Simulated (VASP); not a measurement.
**Se: single point with r2SCAN**

Se:

```
CELL_PARAMETERS angstrom
6.35608 0.00000 0.00000
-3.17804 5.50453 0.00000
0.00000 0.00000 2.31670
ATOMIC_POSITIONS crystal
Se 0.00000 0.00000 0.00000
Se 0.33333 0.66667 0.50000
Se 0.66667 0.33333 0.50000
```

This isn't the form of Se at room conditions, which is trigonal, of chains.

| Property | Result |
| --- | --- |
| Program | VASP 6.6.1 |
| Task | single point |
| Functional | r2SCAN |
| Potentials or basis | VASP PAW PBE potentials, release 64 (Se) |
| Cutoff | 520 eV |
| k mesh | 7 × 7 × 15 |
| Occupations | fermi-dirac, width 0.1 eV |
| Spin | no spin polarisation |

```json
{
 "Pressure": "4.6 GPa",
 "Band gap on the k mesh": "zero (bands 9 and 10 overlap by 2.36 eV)"
}
```

Stress tensor (GPa, compression positive):
```
 0.98  0.00  0.00
 0.00  0.98  0.00
 0.00  0.00 11.90
```

Levels at points of the mesh, in eV from the Fermi level:
```csv
k point,band 5,band 6,band 7,band 8,band 9,band 10,band 11,band 12,band 13,band 14
"(0.00, 0.00, 0.00)",-4.44,-4.43,-4.43,-1.81,-1.81,4.84,9.46,9.46,9.74,9.74
```

Wall time 2.2 min on 1 thread of Intel(R) Xeon(R) Platinum 8488C (Sapphire Rapids), on a shared host, peak memory 0.24 GiB.

Caveat: the stress differs along the axes, from 1 to 12 GPa; the PAW data sets were made with another functional, which shifts forces and pressure a little.
